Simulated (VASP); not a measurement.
Write the native input for VASP 6.6.1 that does the following.

```yaml
Task: single point
Functional: r2SCAN
Potentials_or_basis: VASP PAW PBE potentials, release 64 (K_sv, F)
Cutoff: 520 eV
k_mesh: 8 × 8 × 8
Occupations: gaussian, width 0.05 eV
Spin: no spin polarisation
Dipole_correction: no
Further_INCAR_settings: ALGO = Normal; EDIFF = 1e-06; NBANDS = 15
```

KF:

```xyz
2
Lattice="-0.8453 2.3245 2.3245 2.3245 -0.8453 2.3245 2.3245 2.3245 -0.8453" Properties=species:S:1:pos:R:3 pbc="T T T"
K     0.0000    0.0000    0.0000
F     1.9019    1.9019    1.9019
```

This cell differs from its parent crystal: ratio of the length along [111] to the lengths across it x 0.6, volume and fractional coordinates fixed.

The input as run:

POSCAR

```
KF
1.0
   -0.8452759333      2.3245088166      2.3245088166
    2.3245088166     -0.8452759333      2.3245088166
    2.3245088166      2.3245088166     -0.8452759333
K F
1 1
Direct
    0.0000000000      0.0000000000      0.0000000000
    0.5000000000      0.5000000000      0.5000000000
```

INCAR.step1

```
  PREC = Accurate
  ENCUT = 520
  ISMEAR = 0
  SIGMA = 0.05
  LREAL = False
  LASPH = True
  NELM = 80
  NBANDS = 15
  GGA = PE
  ALGO = Normal
  EDIFF = 1E-4
  LWAVE = True
  LCHARG = False
```

INCAR.step2

```
  PREC = Accurate
  ENCUT = 520
  EDIFF = 1E-6
  ISMEAR = 0
  SIGMA = 0.05
  LREAL = False
  LASPH = True
  NELM = 80
  ALGO = Normal
  ISIF = 2
  LWAVE = False
  LCHARG = True
  METAGGA = R2SCAN
  LMIXTAU = True
  LELF = True
  LVHAR = True
  NBANDS = 15
  ISTART = 1
```

KPOINTS

```
regular mesh
0
Gamma
  8 8 8
```

Potentials or basis: VASP PAW PBE potentials, release 64 (K_sv, F).

Command:

```bash
$ cat potpaw_PBE.64/K_sv/POTCAR potpaw_PBE.64/F/POTCAR > POTCAR
$ cp INCAR.step1 INCAR
$ mpirun -np 1 vasp_std > vasp.out
$ cp INCAR.step2 INCAR
$ mpirun -np 1 vasp_std > vasp.out
```

Results of the run:

- Pressure: -4.0 GPa
- Band gap on the k mesh: 6.49 eV, direct

Caveat: the PAW data sets were made with another functional, which shifts forces and pressure a little.

Wall time 62 s on 1 thread of Intel(R) Xeon(R) 6975P-C (Granite Rapids), on a shared host, peak memory 0.17 GiB.
